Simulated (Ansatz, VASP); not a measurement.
Se in VASP and in Ansatz

File INCAR:

```
  PREC = Accurate
  ENCUT = 600
  EDIFF = 1E-6
  ISMEAR = 0
  SIGMA = 0.1
  LREAL = False
  LASPH = True
  NELM = 100
  ALGO = Normal
  ISIF = 3
  LWAVE = False
  LCHARG = False
  GGA = PE
  IBRION = 2
  NSW = 100
  EDIFFG = -0.01
```

KPOINTS

```
regular mesh
0
Gamma
  9 9 20
```

File POSCAR:

```
Se
1.0
    7.3322209590      0.0000000000      0.0000000000
   -3.6661104795      6.3498896167      0.0000000000
    0.0000000000      0.0000000000      2.3622449722
Se
3
Direct
    0.0000000000      0.0000000000      0.0000000000
    0.3333333333      0.6666666667      0.5000000000
    0.6666666667      0.3333333333      0.5000000000
```

Input for Ansatz:

```yaml
crystal:
  lattice:
    - [7.332220959, 0.0, 0.0]
    - [-3.6661104795, 6.3498896167, 0.0]
    - [0.0, 0.0, 2.3622449722]
  atoms:
    - { symbol: Se, position: [0.0, 0.0, 0.0] }
    - { symbol: Se, position: [0.3333333333, 0.6666666667, 0.5] }
    - { symbol: Se, position: [0.6666666667, 0.3333333333, 0.5] }
basis:
  ecutwfc: 420
kpoints:
  mp_grid: { grid: [9, 9, 20] }
hamiltonian:
  xc: pbe
scf:
  occupations: { method: gaussian, width: 0.1 }
output:
  forces: true
  stress: true
  eigenvalues: true
relax:
  adjacent_minimum: "off"
  f_tol: 0.01
  max_steps: 80
  cell: { stress_tol: 0.05 }
```

Alike in both runs: task relaxation of cell and atoms; functional PBE; k mesh 9 × 9 × 20; occupations gaussian, width 0.1 eV; no spin polarisation.

|  | VASP | Ansatz |
| --- | --- | --- |
| version | VASP 6.6.1 | Ansatz 0.2.0 |
| potentials or method | VASP PAW PBE potentials, release 64 (Se), cutoff 600 eV | scalar-relativistic, plane waves, PAW |
| valence electrons in the cell | 18 | 48 |

```tsv
	VASP	Ansatz	Ansatz less VASP
gap on the k mesh at the Fermi level, each at its own relaxed structure (eV)	none	none	-
relaxed volume (Å³/atom)	36.68	36.66	-0.022
relaxed length of the cell vector where the two differ most in proportion (Å)	2.363	2.362	-0.0009
```

A gap of «none» marks a metal or a gap that the smearing closes. VASP's potentials hold 18 valence electrons a cell and Ansatz's 48, so a difference there can come from the potentials and not from the codes.
